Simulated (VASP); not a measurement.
# Y5F: single point with PBE

Crystal: Y5F.

```xyz
6
Lattice="-4.0677 4.0677 2.5556 4.0677 -4.0677 2.5556 4.0677 4.0677 -2.5556" Properties=species:S:1:pos:R:3 pbc="T T T"
Y     1.6216    3.2642    2.5556
Y     2.4461    0.8035    0.0000
Y     3.2642   -1.6216    2.5556
Y     0.8035    5.6893    0.0000
Y     0.0000    0.0000    2.5556
F     0.0000    0.0000    0.0000
```

This cell differs from its parent crystal: volume scaled by 1.03, then relaxed in part.

- Program: VASP 6.6.1
- Task: single point
- Functional: PBE
- Potentials or basis: VASP PAW PBE potentials, release 64 (Y_sv, F)
- Cutoff: 520 eV
- k mesh: 8 × 8 × 8
- Occupations: gaussian, width 0.1 eV
- Spin: no spin polarisation
- Dipole correction: no
- Further INCAR settings: ALGO = Normal; EDIFF = 1e-06; NBANDS = 40

```
Pressure               : -1.4 GPa
Largest force          : 0.008 eV/Å
Band gap on the k mesh : zero (band 31 reaches 3.50 eV, above the bottom of band 32 at 3.06 eV)
```

Forces in eV/Å, atoms in the order of the input:
```
Y   -0.008 -0.002  0.000
Y    0.008  0.002  0.000
Y   -0.002  0.008  0.000
Y    0.002 -0.008  0.000
Y    0.000  0.000  0.000
F    0.000  0.000  0.000
```

Levels at points of the mesh, in eV from the Fermi level:
| k point | band 27 | band 28 | band 29 | band 30 | band 31 | band 32 | band 33 | band 34 | band 35 | band 36 |
| --- | --- | --- | --- | --- | --- | --- | --- | --- | --- | --- |
| (0.00, 0.00, 0.00) | -0.80 | -0.80 | -0.21 | -0.21 | -0.03 | 0.10 | 0.19 | 0.37 | 0.71 | 0.71 |
| (0.50, 0.00, 0.00) | -1.58 | -0.76 | -0.61 | 0.02 | 0.07 | 0.20 | 0.39 | 0.40 | 0.72 | 1.07 |
| (0.50, 0.50, 0.00) | -1.36 | -0.95 | -0.57 | -0.49 | -0.08 | 0.28 | 0.56 | 0.58 | 0.97 | 1.03 |
| (0.50, 0.50, 0.50) | -2.01 | -1.81 | -0.96 | -0.29 | -0.29 | -0.19 | -0.08 | 0.07 | 1.11 | 1.59 |

Run time: 12 min on 1 thread of Oxide Virtual Turin-like Processor, on a shared host, peak memory 0.58 GiB.
